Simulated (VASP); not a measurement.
# Ag (P6/mmm) in VASP: a series of runs, part 2 of 2

VASP 6.6.1. The steps go on from the part before.

### Step 4. Single point, PBE (volume scaled by 0.88)

Contents of INCAR:

```
PREC = Accurate
ENCUT = 520
EDIFF = 1E-6
ISMEAR = -1
SIGMA = 0.1
LREAL = F
LASPH = T
NELM = 80
ALGO = Normal
ISIF = 2
LWAVE = F
LCHARG = T
GGA = PE
LELF = T
LVHAR = T
NBANDS = 24
```

Contents of KPOINTS:

```
Automatic mesh
0
Gamma
  9 9 13
```

Contents of POSCAR:

```
Ag
1.0
    4.5288592326      0.0000000000      0.0000000000
   -2.2644296163      3.9221071456      0.0000000000
    0.0000000000      0.0000000000      2.7127337626
Ag
3
Direct
    0.0000000000      1.0000000000      0.0000000000
    0.3333333333      0.6666666667      0.5000000000
    0.6666666667      0.3333333333      0.5000000000
```

Potentials or basis: VASP PAW PBE potentials, release 64 (Ag).

Launch:

```
> cat potpaw_PBE.64/Ag/POTCAR > POTCAR
> mpirun -np 1 vasp_std > vasp.out
```

OUTCAR:

```text
PREC = Accurate
   ENCUT = 520
   EDIFF = 1E-6
   ISMEAR = -1
   LREAL = F
   LASPH = T
   NELM = 80
   ISIF = 2
   GGA = PE

 ion  position               nearest neighbor table
   1  0.000  0.000  0.000-   2 2.95   3 2.95   2 2.95   3 2.95   3 2.95   3 2.95   2 2.95   2 2.95
                             3 2.95   3 2.95   2 2.95   2 2.95
   2  0.333  0.667  0.500-   3 2.61   3 2.61   3 2.61   1 2.95   1 2.95   1 2.95   1 2.95   1 2.95
                             1 2.95
   3  0.667  0.333  0.500-   2 2.61   2 2.61   2 2.61   1 2.95   1 2.95   1 2.95   1 2.95   1 2.95
                             1 2.95

  LATTYP: Found a hexagonal cell.
 ALAT       =     4.5288592326
 C/A-ratio  =     0.5989883154

  Lattice vectors:

 A1 = (   4.5288592326,   0.0000000000,   0.0000000000)
 A2 = (  -2.2644296163,   3.9221071456,   0.0000000000)
 A3 = (   0.0000000000,   0.0000000000,   2.7127337626)

Analysis of symmetry for initial positions (statically):
=====================================================================
 Subroutine PRICEL returns:
 Original cell was already a primitive cell.

 Routine SETGRP: Setting up the symmetry group for a
 hexagonal supercell.

 Subroutine GETGRP returns: Found 24 space group operations
 (whereof 24 operations were pure point group operations)
 out of a pool of 24 trial point group operations.

The static configuration has the point symmetry D_6h.

Analysis of symmetry for dynamics (positions and initial velocities):
=====================================================================
 Subroutine PRICEL returns:
 Original cell was already a primitive cell.

 Routine SETGRP: Setting up the symmetry group for a
 hexagonal supercell.

 Subroutine GETGRP returns: Found 24 space group operations
 (whereof 24 operations were pure point group operations)
 out of a pool of 24 trial point group operations.

[... 116 lines left out ...]
   EFERMI =   0.00;   METHOD = LEGACY
   ISMEAR =    -1;   SIGMA  =   0.10  broadening in eV -4-tet -1-fermi 0-gaus
   EFERMI_NEDOS =   21; number of points for ismear=-14 and -15
   IALGO  =     38    algorithm
   IMIX   =      4    mixing-type and parameters
     AMIX     =   0.40;   BMIX     =  1.00
     AMIX_MAG =   1.60;   BMIX_MAG =  1.00
  volume/ion in A,a.u.               =      16.06       108.39
  Fermi-wavevector in a.u.,A,eV,Ry     =   1.443027  2.726925 28.331761  2.082326
  Thomas-Fermi vector in A             =   2.561481
   LORBIT       =      0    0 simple, 1 ext, 2 COOP (PROOUT), +10 PAW based schemes
   GGA     = PE    functional components
   LHFCALC =     F    Hartree Fock is set to
   AEXX    =    0.0000 exact exchange contribution
   IVDW    =     0    specifies the selected vdW correction
   LEPSILON=     F    determine dielectric tensor
   LRPA    =     F    only Hartree local field effects (RPA)
 non-spin polarized calculation
  energy-cutoff  :      520.00
  volume of cell :       48.19
 maximum number of plane-waves:      1318
 NGX is ok and might be reduce to    36
   NGX = 17   NGY = 17   NGZ = 11

 number of electron      32.9999988 magnetization

 Free energy of the ion-electron system (eV)
  ---------------------------------------------------
  ext. energy  EPLUGINS =         0.00000000
  ---------------------------------------------------
  free energy    TOTEN  =        -7.70017714 eV

  energy without entropy =       -7.67382780  energy(sigma->0) =       -7.68700247

 E-fermi :   9.3230     XC(G=0): -12.5611

 val. band max:        9.2967621713   @ k =   0.2222   0.2222   0.4615
 cond. band min:       9.3591118178   @ k =   0.3333   0.1111   0.4615
 fundamental gap:      0.0623496465
 Fermi energy:         9.3230375438

 k-point     1 :       0.0000    0.0000    0.0000
  band No.  band energies     occupation
      1       1.0757      2.00000
      2       2.5056      2.00000
      3       3.7363      2.00000
      4       3.9359      2.00000
      5       3.9993      2.00000
      6       3.9993      2.00000
[... 637 lines left out ...]
     23      24.3588      0.00000
     24      24.9548      0.00000

 [... further k-points ...]

------------------------ aborting loop because EDIFF is reached ----------------------------------------

  FORCE on cell =-STRESS in cart. coord.  units (eV):
  Direction    XX          YY          ZZ          XY          YZ          ZX
  --------------------------------------------------------------------------------------
  -------------------------------------------------------------------------------------
  Total        4.7382844      4.7382844      4.5741941      0.0000000     -0.0000000      0.0000000
  in kB      157.5492191    157.5492191    152.0931746      0.0000000     -0.0000000      0.0000000
  external PRESSURE =     155.7305376 kB  Pullay stress =       0.0000000 kB

 VOLUME and BASIS-vectors are now :
 -----------------------------------------------------------------------------
  energy-cutoff  :      520.00
  volume of cell :       48.19
      direct lattice vectors                 reciprocal lattice vectors
     4.528859233  0.000000000  0.000000000     0.220806156  0.127482494  0.000000000
    -2.264429616  3.922107146  0.000000000     0.000000000  0.254964988  0.000000000
     0.000000000  0.000000000  2.712733763     0.000000000  0.000000000  0.368631826

 POSITION                                       TOTAL-FORCE (eV/Angst)
 -----------------------------------------------------------------------------------
      0.00000      0.00000      0.00000         0.000000      0.000000      0.000000
     -0.00000      2.61474      1.35637        -0.000000      0.000000      0.000000
      2.26443      1.30737      1.35637         0.000000     -0.000000      0.000000
 -----------------------------------------------------------------------------------
    total drift:                                0.000000      0.000000     -0.000000

  FREE ENERGIE OF THE ION-ELECTRON SYSTEM (eV)
  ---------------------------------------------------
  free  energy   TOTEN  =        -7.7001771446 eV

  energy  without entropy=       -7.6738278032  energy(sigma->0) =       -7.68700247
```

OSZICAR:

```text
N       E                     dE             d eps       ncg     rms          rms(c)
DAV:   1     0.214007772567E+03    0.21401E+03   -0.16739E+04  4048   0.135E+03
DAV:   2    -0.489139101851E+01   -0.21890E+03   -0.20456E+03  4328   0.316E+02
DAV:   3    -0.848436784510E+01   -0.35930E+01   -0.35815E+01  4744   0.472E+01
DAV:   4    -0.849762189572E+01   -0.13254E-01   -0.13253E-01  4568   0.277E+00
DAV:   5    -0.849775358541E+01   -0.13169E-03   -0.13169E-03  4960   0.301E-01    0.110E+01
DAV:   6    -0.774617188545E+01    0.75158E+00   -0.18703E+00  4536   0.131E+01    0.693E+00
DAV:   7    -0.771015310476E+01    0.36019E-01   -0.40031E-02  4832   0.174E+00    0.360E+00
DAV:   8    -0.770015427621E+01    0.99988E-02   -0.28591E-03  4584   0.452E-01    0.188E-01
DAV:   9    -0.770015211303E+01    0.21632E-05   -0.81779E-05  5056   0.169E-01    0.473E-02
DAV:  10    -0.770017308489E+01   -0.20972E-04   -0.13253E-05  4816   0.309E-02    0.358E-02
DAV:  11    -0.770017718050E+01   -0.40956E-05   -0.20606E-06  4304   0.167E-02    0.123E-03
DAV:  12    -0.770017714459E+01    0.35909E-07   -0.10277E-07  2656   0.465E-03
   1 F= -.77001771E+01 E0= -.76870025E+01  d E =-.263493E-01
```

stdout:

```text
POSCAR found type information on POSCAR Ag
 POSCAR found :  1 types and       3 ions
 scaLAPACK will be used
 LDA part: xc-table for (Slater+PW92), standard interpolation
 POSCAR, INCAR and KPOINTS ok, starting setup
 FFT: planning ... GRIDC
 FFT: planning ... GRID_SOFT
 FFT: planning ... GRID
 WAVECAR not read
 entering main loop
```

Run time: 45 s. Hardware: 1 thread of Intel Xeon Platinum 8488C (Sapphire Rapids), shared host; peak memory 0.21 GiB.

What came out:

* Free energy: -7.7002 eV
* Pressure: 15.6 GPa

Levels at points of the mesh, in eV from the Fermi level:
```csv
k point,band 12,band 13,band 14,band 15,band 16,band 17,band 18,band 19,band 20,band 21
"(0.00, 0.00, 0.00)",-4.18,-4.12,-4.12,-2.93,-2.93,4.82,4.82,4.82,4.82,5.41
```

### Step 5. The runs side by side

| task | cell | k mesh | cutoff (eV) | gap on the mesh (eV) | pressure (GPa) |
| --- | --- | --- | --- | --- | --- |
| relaxation of cell and atoms | relaxed from a = 4.585, b = 4.585, c = 2.811 Å, angles 90.0, 90.0, 120.0°, 3 atoms | 8 × 8 × 11 | 600 | none | 0.0 |
| single point | a = 4.726, b = 4.726, c = 2.831 Å, angles 90.0, 90.0, 120.0°, 3 atoms | 8 × 8 × 11 | 520 | none | -0.1 |
| single point | a = 4.529, b = 4.529, c = 2.713 Å, angles 90.0, 90.0, 120.0°, 3 atoms | 9 × 9 × 13 | 520 | none | 15.6 |

Alike in all rows: level PBE; potentials or basis VASP PAW PBE potentials, release 64 (Ag); no spin polarisation; smearing fermi-dirac 0.1 eV.

Total energies depend on the potentials used, so only differences within one code and one set of settings carry meaning.
